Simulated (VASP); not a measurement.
Runs of VASP 6.6.1 on HfO2. The structure is that of space group P4_2/nmc (No. 137), or close to it. The cells are those of the table. 

| task | level | cell | cutoff (eV) | gap on the mesh (eV) | pressure (GPa) | relaxed volume (Å³/atom) | largest force (eV/Å) |
| --- | --- | --- | --- | --- | --- | --- | --- |
| relaxation of cell and atoms | PBE+D4 | relaxed from a = 3.558, b = 3.558, c = 5.172 Å, 6 atoms | 600 | 4.71 | -0.1 | (c) | 0.01 |
| relaxation of cell and atoms | RPBE | relaxed from a = 3.558, b = 3.558, c = 5.172 Å, 6 atoms | 600 | 4.74 | 0.2 | (a) | 0.01 |
| single point | RPBE | a = 3.630, b = 3.630, c = 5.345 Å, 6 atoms | 520 | 4.70 | -3.0 | - | (b) |
| single point | PBE+D4 | a = 3.589, b = 3.589, c = 5.223 Å, 6 atoms | 520 | 4.66 | -3.3 | - | 0.05 |

Alike in all rows: potentials or basis VASP PAW PBE potentials, release 64 (Hf_pv, O); no spin polarisation; k mesh 6 × 6 × 4; smearing gaussian 0.01 eV.

Problem. Estimate the missing entries.

Solution. (a) 11.53; (b) 0.06; (c) 11.03.

Caveats: spin-orbit coupling is left out, which moves the levels of the heavy elements; the PAW data sets were made with another functional, which shifts forces and pressure a little (some runs).

A k mesh can miss the band edges, and the runs leave out spin-orbit coupling on Hf.
